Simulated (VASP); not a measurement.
Runs of VASP 6.6.1 on Zn. The structure is that of space group P6_3/mmc (No. 194), or close to it. The cells are those of the table. 

```tsv
level	cell	k mesh	gap on the mesh (eV)	pressure (GPa)
r2SCAN	a = 2.595, b = 2.595, c = 4.986 Å, angles 90.0, 90.0, 120.0°, 2 atoms	18 × 18 × 10	none	0.5
PBE	a = 2.742, b = 2.742, c = 4.559 Å, angles 90.0, 90.0, 120.0°, 2 atoms	8 × 8 × 4	none	0.4
r2SCAN	a = 2.600, b = 2.600, c = 5.024 Å, angles 90.0, 90.0, 120.0°, 2 atoms	18 × 18 × 10	none	-0.2
r2SCAN	a = 2.603, b = 2.603, c = 5.056 Å, angles 90.0, 90.0, 120.0°, 2 atoms	18 × 18 × 10	none	(a)
```

Alike in all rows: task single point; potentials or basis VASP PAW PBE potentials, release 64 (Zn); no spin polarisation; cutoff (eV) 520; smearing gaussian 0.05 eV.

Question: Fill in the values left out.

Answer: (a) -0.8.

Caveats: the PAW data sets were made with another functional, which shifts forces and pressure a little (some runs).

A gap of «none» marks levels without a gap at the run's occupations.
